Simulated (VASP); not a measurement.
**HfC: single point with r2SCAN**

The system is HfC.

```
Hf C
1.0
     0.00000    2.51265    2.51265
     2.51265    0.00000    2.51265
     2.51265    2.51265    0.00000
Hf C
1 1
Direct
  0.00000 0.00000 0.00000
  0.25000 0.25000 0.25000
```

```
Program                : VASP 6.6.1
Task                   : single point
Functional             : r2SCAN
Potentials or basis    : VASP PAW PBE potentials, release 64 (Hf_pv, C)
Cutoff                 : 520 eV
k mesh                 : 12 × 12 × 12
Occupations            : gaussian, width 0.05 eV
Spin                   : no spin polarisation
Dipole correction      : no
Further INCAR settings : ALGO = Normal; EDIFF = 1e-07; NBANDS = 14
```

```
Pressure               : -0.4 GPa
Band gap on the k mesh : 0.58 eV, direct
```

Levels at points of the mesh, in eV from the valence-band top:
```csv
k point,band 3,band 4,band 5,band 6,band 7,band 8,band 9,band 10,band 11,band 12
"(0.00, 0.00, 0.00)",-30.63,-11.24,-2.35,-2.35,-2.35,3.81,4.01,4.01,9.80,9.80
"(0.50, 0.00, 0.00)",-30.68,-9.59,-3.01,-1.70,-1.70,4.37,4.81,4.81,7.33,7.57
"(0.50, 0.50, 0.00)",-30.76,-8.99,-4.18,-0.06,-0.06,0.77,4.96,5.78,6.24,6.24
```

It took 2.2 min on 1 thread of Intel(R) Xeon(R) Platinum 8259CL CPU @ 2.50GHz (Skylake/Cascade Lake), with other jobs on the host, peak memory 0.18 GiB.

Caveat: the PAW data sets were made with another functional, which shifts forces and pressure a little; spin-orbit coupling is left out, which moves the levels of the heavy elements. A k mesh can miss the band edges.
